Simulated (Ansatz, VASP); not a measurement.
## Two plane-wave programs on C

INCAR

```
PREC = Accurate
ENCUT = 600
EDIFF = 1E-6
ISMEAR = 0
SIGMA = 0.02
LREAL = False
LASPH = True
NELM = 80
ALGO = Normal
ISIF = 3
LWAVE = False
LCHARG = False
GGA = PE
IBRION = 2
NSW = 100
EDIFFG = -0.005
```

KPOINTS

```
Automatic mesh
0
Gamma
  12 12 2
```

File POSCAR:

```
C
1.0
    2.5220988435      0.0000000000      0.0000000000
   -1.2610494217      2.1842016693      0.0000000000
    0.0000000000      0.0000000000     12.3557000000
C
12
Direct
    0.0000000000      0.0000000000      0.1875000000
    0.0000000000      0.0000000000      0.6875000000
    0.0000000000      0.0000000000      0.3125000000
    0.0000000000      0.0000000000      0.8125000000
    0.3333333333      0.6666666667      0.5208300000
    0.6666666667      0.3333333333      0.0208300000
    0.3333333333      0.6666666667      0.9791700000
    0.6666666667      0.3333333333      0.4791700000
    0.3333333333      0.6666666667      0.6458300000
    0.6666666667      0.3333333333      0.1458300000
    0.3333333333      0.6666666667      0.8541700000
    0.6666666667      0.3333333333      0.3541700000
```

Input for Ansatz:

```yaml
crystal:
  lattice:
    - [2.5220988435, 0.0, 0.0]
    - [-1.2610494217, 2.1842016693, 0.0]
    - [0.0, 0.0, 12.3557]
  atoms:
    - { symbol: C, position: [0.0, 0.0, 0.1875] }
    - { symbol: C, position: [0.0, 0.0, 0.6875] }
    - { symbol: C, position: [0.0, 0.0, 0.3125] }
    - { symbol: C, position: [0.0, 0.0, 0.8125] }
    - { symbol: C, position: [0.3333333333, 0.6666666667, 0.52083] }
    - { symbol: C, position: [0.6666666667, 0.3333333333, 0.02083] }
    - { symbol: C, position: [0.3333333333, 0.6666666667, 0.97917] }
    - { symbol: C, position: [0.6666666667, 0.3333333333, 0.47917] }
    - { symbol: C, position: [0.3333333333, 0.6666666667, 0.64583] }
    - { symbol: C, position: [0.6666666667, 0.3333333333, 0.14583] }
    - { symbol: C, position: [0.3333333333, 0.6666666667, 0.85417] }
    - { symbol: C, position: [0.6666666667, 0.3333333333, 0.35417] }
basis:
  ecutwfc: 520.0
kpoints:
  mp_grid: { grid: [12, 12, 2] }
hamiltonian:
  xc: pbe
  pseudopotentials: { kind: paw, azcp: { folder: soft_1 } }
scf:
  occupations: { method: gaussian, width: 0.02 }
output:
  forces: true
  stress: true
  eigenvalues: true
relax:
  adjacent_minimum: "off"
  f_tol: 0.005
  max_steps: 80
  cell: { stress_tol: 0.05 }
```

Alike in both runs: task relaxation of cell and atoms; functional PBE; k mesh 12 × 12 × 2; occupations gaussian, width 0.02 eV; no spin polarisation.

|  | VASP | Ansatz |
| --- | --- | --- |
| version | VASP 6.6.1 | Ansatz 0.2.0 |
| potentials or method | VASP PAW PBE potentials, release 64 (C), cutoff 600 eV | scalar-relativistic, plane waves, PAW |
| valence electrons in the cell | 48 | 48 |

VASP gave:

```
gap on the k mesh at the Fermi level, each at its own relaxed structure (eV) : 4.44
relaxed volume (Å³/atom)                                                     : 5.70
relaxed cell length with the largest relative difference (Å)                 : 2.520
```

Problem. Which values does Ansatz return?

Solution. gap on the k mesh at the Fermi level, each at its own relaxed structure (eV): 4.44; relaxed volume (Å³/atom): 5.70; relaxed cell length with the largest relative difference (Å): 2.521.
